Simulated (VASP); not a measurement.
The system is Lu.

```
Lu
1.0
     3.50482    0.00000    0.00000
    -1.75241    3.03526    0.00000
     0.00000    0.00000    5.46968
Lu
2
Direct
  0.33333 0.66667 0.25000
  0.66667 0.33333 0.75000
```

Base run:

| Item | Value |
| --- | --- |
| Program | VASP 6.6.1 |
| Functional | r2SCAN |
| Potentials or basis | VASP PAW PBE potentials, release 64 (Lu) |
| Cutoff | 520 eV |
| k mesh | 10 × 10 × 6 |
| Occupations | gaussian, width 0.03 eV |
| Spin | no spin polarisation |

Its results: band gap on the k mesh zero (bands 25 and 26 overlap by 1.99 eV); pressure 0.0 GPa.

After a change of settings the same cell gave: band gap on the k mesh zero (bands 25 and 26 overlap by 2.00 eV); pressure 0.8 GPa. Which change was it?
A. occupations from gaussian, width 0.03 eV to methfessel-paxton, width 0.01 eV
B. occupations from gaussian, width 0.03 eV to fermi-dirac, width 0.6 eV; further incar settings from ALGO = Normal; EDIFF = 1e-06; NBANDS = 32 to ALGO = Normal; EDIFF = 1e-07; NBANDS = 32
C. occupations from gaussian, width 0.03 eV to gaussian, width 0.6 eV

C.

Caveats: the PAW data sets were made with another functional, which shifts forces and pressure a little; spin-orbit coupling is left out, which moves the levels of the heavy elements; so wide a smearing shifts energies and pressures (at least some runs).
